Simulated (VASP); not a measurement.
# Pt (Fm-3m) in VASP: further runs

The runs below take Pt through single point, relaxation of volume and atoms at fixed shape, with PBEsol.

All numbers are computed with VASP 6.6.1; they aren't measurements. Logs are shortened: lines on timing, memory, paths and dates and some standing lists are left out, and cuts for length are marked.

## Step 1: The cell of the first run

The structure is cubic, space group Fm-3m (No. 225). Conventional cell: a = 3.921 Å, b = 3.921 Å, c = 3.921 Å, α = 90.00°, β = 90.00°, γ = 90.00°. Within 3.7 Å of Pt (site symmetry m-3m) lie 12 Pt at 2.77 Å.

## Step 2: Single point, PBEsol

INCAR

```
PREC     = Accurate       # precision mode
ENCUT    = 520            # plane-wave cutoff, eV
EDIFF    = 1E-7           # SCF threshold, eV
ISMEAR   = -1             # smearing method
SIGMA    = 0.1            # smearing width, eV
LREAL    = False          # projectors in reciprocal space
LASPH    = True           # aspherical terms in the spheres
NELM     = 100            # most SCF steps
ALGO     = Normal         # electronic algorithm
ISIF     = 2              # what is computed and relaxed
LWAVE    = False          # write WAVECAR
LCHARG   = False          # write CHGCAR
GGA      = PS             # functional
NBANDS   = 11             # bands
```

KPOINTS

```
Automatic mesh
0
Gamma
  10 10 10
```

POSCAR

```
Pt
1.0
    0.0000000000      1.9604128944      1.9604128944
    1.9604128944      0.0000000000      1.9604128944
    1.9604128944      1.9604128944      0.0000000000
Pt
1
Direct
    0.0000000000      0.0000000000      0.0000000000
```

Potentials or basis: VASP PAW PBE potentials, release 64 (Pt).

On the command line:

```
cat potpaw_PBE.64/Pt/POTCAR > POTCAR
mpirun -np 1 vasp_std > vasp.out
```

OUTCAR:

```text
PREC = Accurate
   ENCUT = 520
   EDIFF = 1E-7
   ISMEAR = -1
   LREAL = False
   LASPH = True
   NELM = 100
   ISIF = 2
   GGA = PS

 ion  position               nearest neighbor table
   1  0.000  0.000  0.000-

  LATTYP: Found a face centered cubic cell.
 ALAT       =     3.9208257888

  Lattice vectors:

 A1 = (   0.0000000000,   1.9604128944,   1.9604128944)
 A2 = (   1.9604128944,   0.0000000000,   1.9604128944)
 A3 = (   1.9604128944,   1.9604128944,   0.0000000000)

Analysis of symmetry for initial positions (statically):
=====================================================================
 Subroutine PRICEL returns:
 Original cell was already a primitive cell.

 Routine SETGRP: Setting up the symmetry group for a
 face centered cubic supercell.

 Subroutine GETGRP returns: Found 48 space group operations
 (whereof 48 operations were pure point group operations)
 out of a pool of 48 trial point group operations.

The static configuration has the point symmetry O_h .

Analysis of symmetry for dynamics (positions and initial velocities):
=====================================================================
 Subroutine PRICEL returns:
 Original cell was already a primitive cell.

 Routine SETGRP: Setting up the symmetry group for a
 face centered cubic supercell.

 Subroutine GETGRP returns: Found 48 space group operations
 (whereof 48 operations were pure point group operations)
 out of a pool of 48 trial point group operations.

The dynamic configuration has the point symmetry O_h .

 Subroutine INISYM returns: Found 48 space group operations
 (whereof 48 operations are pure point group operations),
 and found     1 'primitive' translations

----------------------------------------------------------------------------------------

                                     Primitive cell

  volume of cell :      15.0686

  direct lattice vectors                    reciprocal lattice vectors
     0.000000000  1.960412894  1.960412894    -0.255048312  0.255048312  0.255048312
     1.960412894  0.000000000  1.960412894     0.255048312 -0.255048312  0.255048312
     1.960412894  1.960412894  0.000000000     0.255048312  0.255048312 -0.255048312

  length of vectors
     2.772442503  2.772442503  2.772442503     0.441756635  0.441756635  0.441756635

  position of ions in fractional coordinates (direct lattice)
     0.000000000  0.000000000  0.000000000

[... 74 lines left out ...]
   NELM   =    100;   NELMIN=  2; NELMDL= -5     # of ELM steps
   EDIFF  = 0.1E-06   stopping-criterion for ELM
   LREAL  =      F    real-space projection
   EDIFFG = 0.1E-05   stopping-criterion for IOM
   NSW    =      0    number of steps for IOM
   IBRION =     -1    ionic relax: 0-MD 1-quasi-New 2-CG
   NFREE  =      0    steps in history (QN), initial steepest desc. (CG)
   ISIF   =      2    stress and relaxation
   ISYM   =      2    0-nonsym 1-usesym 2-fastsym
   POTIM  = 0.5000    time-step for ionic-motion
   TEBEG  =    0.0;   TEEND  =   0.0 temperature during run
   PSTRESS=    0.0 pullay stress
   NELECT =      10.0000    total number of electrons
   NUPDOWN=      -1.0000    fix difference up-down
   EMIN   =  10.00;   EMAX   =-10.00  energy-range for DOS
   EFERMI =   0.00;   METHOD = LEGACY
   ISMEAR =    -1;   SIGMA  =   0.10  broadening in eV -4-tet -1-fermi 0-gaus
   EFERMI_NEDOS =   21; number of points for ismear=-14 and -15
   IALGO  =     38    algorithm
   IMIX   =      4    mixing-type and parameters
     AMIX     =   0.40;   BMIX     =  1.00
     AMIX_MAG =   1.60;   BMIX_MAG =  1.00
  volume/ion in A,a.u.               =      15.07       101.69
  Fermi-wavevector in a.u.,A,eV,Ry     =   1.427964  2.698461 27.743387  2.039081
  Thomas-Fermi vector in A             =   2.548077
   LORBIT       =      0    0 simple, 1 ext, 2 COOP (PROOUT), +10 PAW based schemes
   GGA     = PS    functional components
   LHFCALC =     F    Hartree Fock is set to
   AEXX    =    0.0000 exact exchange contribution
   IVDW    =     0    specifies the selected vdW correction
   LEPSILON=     F    determine dielectric tensor
   LRPA    =     F    only Hartree local field effects (RPA)
 non-spin polarized calculation
  energy-cutoff  :      520.00
  volume of cell :       15.07
 maximum number of plane-waves:       414
 NGX is ok and might be reduce to    24
   NGX = 11   NGY = 11   NGZ = 11

 number of electron      10.0000000 magnetization

 Free energy of the ion-electron system (eV)
  ---------------------------------------------------
  ext. energy  EPLUGINS =         0.00000000
  ---------------------------------------------------
  free energy    TOTEN  =        -6.97439368 eV

  energy without entropy =       -6.91839885  energy(sigma->0) =       -6.94639627

 E-fermi :  11.1364     XC(G=0): -13.6331

 val. band max:       11.1309091279   @ k =   0.5000   0.5000   0.0000
 cond. band min:      11.1588741004   @ k =   0.5000   0.0000   0.0000
 fundamental gap:      0.0279649724
 Fermi energy:        11.1363931185

 k-point     1 :       0.0000    0.0000    0.0000
  band No.  band energies     occupation
      1       0.8068      2.00000
      2       7.3045      2.00000
      3       7.3045      2.00000
      4       7.3045      2.00000
      5       9.4833      2.00000
      6       9.4833      2.00000
      7      25.7356      0.00000
      8      30.6944      0.00000
      9      30.6944      0.00000
     10      30.6944      0.00000
     11      35.9948      0.00000
[... 309 lines left out ...]
 k-point    24 :       0.4000    0.3000    0.0000
  band No.  band energies     occupation
      1       4.4568      2.00000
      2       5.1041      2.00000
      3       8.4597      2.00000
      4       9.7981      2.00000
      5      11.0600      1.36459
      6      11.3202      0.27453
      7      23.0525      0.00000
      8      25.3920      0.00000
      9      25.8786      0.00000
     10      30.9966      0.00000
     11      33.1821      0.00000

 [... further k-points ...]
[... 5 lines left out ...]
  --------------------------------------------------------------------------------------
  -------------------------------------------------------------------------------------
  Total       -0.0377333     -0.0377333     -0.0377333      0.0000000      0.0000000      0.0000000
  in kB       -4.0120214     -4.0120214     -4.0120214      0.0000000      0.0000000      0.0000000
  external PRESSURE =      -4.0120214 kB  Pullay stress =       0.0000000 kB

 VOLUME and BASIS-vectors are now :
 -----------------------------------------------------------------------------
  energy-cutoff  :      520.00
  volume of cell :       15.07
      direct lattice vectors                 reciprocal lattice vectors
     0.000000000  1.960412894  1.960412894    -0.255048312  0.255048312  0.255048312
     1.960412894  0.000000000  1.960412894     0.255048312 -0.255048312  0.255048312
     1.960412894  1.960412894  0.000000000     0.255048312  0.255048312 -0.255048312

 POSITION                                       TOTAL-FORCE (eV/Angst)
 -----------------------------------------------------------------------------------
      0.00000      0.00000      0.00000         0.000000      0.000000     -0.000000
 -----------------------------------------------------------------------------------
    total drift:                               -0.000000      0.000000      0.000000

  FREE ENERGIE OF THE ION-ELECTRON SYSTEM (eV)
  ---------------------------------------------------
  free  energy   TOTEN  =        -6.9743936809 eV

  energy  without entropy=       -6.9183988547  energy(sigma->0) =       -6.94639627
```

OSZICAR:

```text
N       E                     dE             d eps       ncg     rms          rms(c)
DAV:   1     0.390871200435E+02    0.39087E+02   -0.53366E+03  1058   0.840E+02
DAV:   2    -0.681181277383E+01   -0.45899E+02   -0.43855E+02  1179   0.176E+02
DAV:   3    -0.742538932532E+01   -0.61358E+00   -0.61159E+00  1216   0.195E+01
DAV:   4    -0.742765258781E+01   -0.22633E-02   -0.22631E-02  1190   0.139E+00
DAV:   5    -0.742767018557E+01   -0.17598E-04   -0.17599E-04  1202   0.113E-01    0.134E+01
DAV:   6    -0.702304616574E+01    0.40462E+00   -0.91787E-01  1109   0.764E+00    0.688E+00
DAV:   7    -0.697870930609E+01    0.44337E-01   -0.15411E-01  1187   0.301E+00    0.260E+00
DAV:   8    -0.697463594539E+01    0.40734E-02   -0.62139E-03  1133   0.721E-01    0.628E-01
DAV:   9    -0.697438944009E+01    0.24651E-03   -0.17476E-04  1157   0.122E-01    0.300E-02
DAV:  10    -0.697439354445E+01   -0.41044E-05   -0.34926E-06  1320   0.130E-02    0.465E-03
DAV:  11    -0.697439367116E+01   -0.12671E-06   -0.47969E-08   944   0.202E-03    0.125E-03
DAV:  12    -0.697439368087E+01   -0.97074E-08   -0.31462E-09   610   0.416E-04
   1 F= -.69743937E+01 E0= -.69463963E+01  d E =-.559948E-01
```

Wall time 4 s (1 thread of Intel Xeon 6975P-C (Granite Rapids), shared host); peak memory 0.14 GiB.

Results:

```yaml
Free_energy: -6.9744 eV
Pressure: -0.4 GPa
Band_gap_on_the_k_mesh: zero (band 5 reaches 11.61 eV, above the bottom of band 6 at 9.41 eV)
```

Levels at points of the mesh, in eV from the Fermi level:
```
           k point  band 1  band 2  band 3  band 4  band 5  band 6  band 7  band 8  band 9  band 10
(0.00, 0.00, 0.00)  -10.33   -3.83   -3.83   -3.83   -1.65   -1.65   14.60   19.56   19.56    19.56
(0.50, 0.00, 0.00)   -7.40   -3.89   -3.89   -0.58    0.02    0.02    5.79   14.15   18.92    18.92
(0.50, 0.50, 0.00)   -7.14   -6.68   -0.01    0.47    0.47    1.68    8.81   11.31   11.31    20.08
```

Caveat: the PAW data sets were made with another functional, which shifts forces and pressure a little; spin-orbit coupling is left out, which moves the levels of the heavy elements.

## Step 3: Relaxation of volume and atoms at fixed shape, PBEsol

INCAR

```
  PREC = Accurate
  ENCUT = 600
  EDIFF = 1E-6
  ISMEAR = -1
  SIGMA = 0.1
  LREAL = F
  LASPH = T
  NELM = 60
  ALGO = Normal
  ISIF = 8
  LWAVE = F
  LCHARG = F
  GGA = PS
  IBRION = 2
  NSW = 60
  EDIFFG = -0.02
```

KPOINTS

```
regular mesh
0
Gamma
  10 10 10
```

POSCAR

```
Pt
1.0
    0.0000000000      1.9609000000      1.9609000000
    1.9609000000      0.0000000000      1.9609000000
    1.9609000000      1.9609000000      0.0000000000
Pt
1
Direct
    0.0000000000      0.0000000000      0.0000000000
```

Potentials or basis: VASP PAW PBE potentials, release 64 (Pt).

On the command line:

```
cat potpaw_PBE.64/Pt/POTCAR > POTCAR
mpirun -np 1 vasp_std > vasp.out
```

It took 8.3 s on 1 thread of Intel Xeon 6975P-C (Granite Rapids), shared host; peak memory 0.14 GiB.

Results (log left out):

- Free energy: -6.9744 eV
- Relaxed volume: 15.05 Å³/atom
- Relaxed cell: a = 2.771 Å, b = 2.771 Å, c = 2.771 Å, α = 60.00°, β = 60.00°, γ = 60.00°
- Space group after relaxing (to 0.05 Å): Fm-3m (No. 225)
- Energy gained by relaxing: 0.0 meV/atom
- Ionic steps: 3
- Pressure after relaxing: 0.0 GPa
- Band gap on the k mesh: zero (band 5 reaches 11.63 eV, above the bottom of band 6 at 9.42 eV)

Final structure:
```xyz
1
Lattice="0.0000 1.9597 1.9597 1.9597 0.0000 1.9597 1.9597 1.9597 0.0000" Properties=species:S:1:pos:R:3 pbc="T T T"
Pt    0.0000    0.0000    0.0000
```

Levels at points of the mesh, in eV from the Fermi level:
```tsv
k point	band 3	band 4	band 5	band 6	band 7	band 8
(0.00, 0.00, 0.00)	-3.84	-3.84	-1.66	-1.66	14.60	19.56
(0.50, 0.00, 0.00)	-3.90	-0.58	0.02	0.02	5.79	14.15
(0.50, 0.50, 0.00)	-0.01	0.47	0.47	1.68	8.83	11.32
```

Caveat: the PAW data sets were made with another functional, which shifts forces and pressure a little; spin-orbit coupling is left out, which moves the levels of the heavy elements.
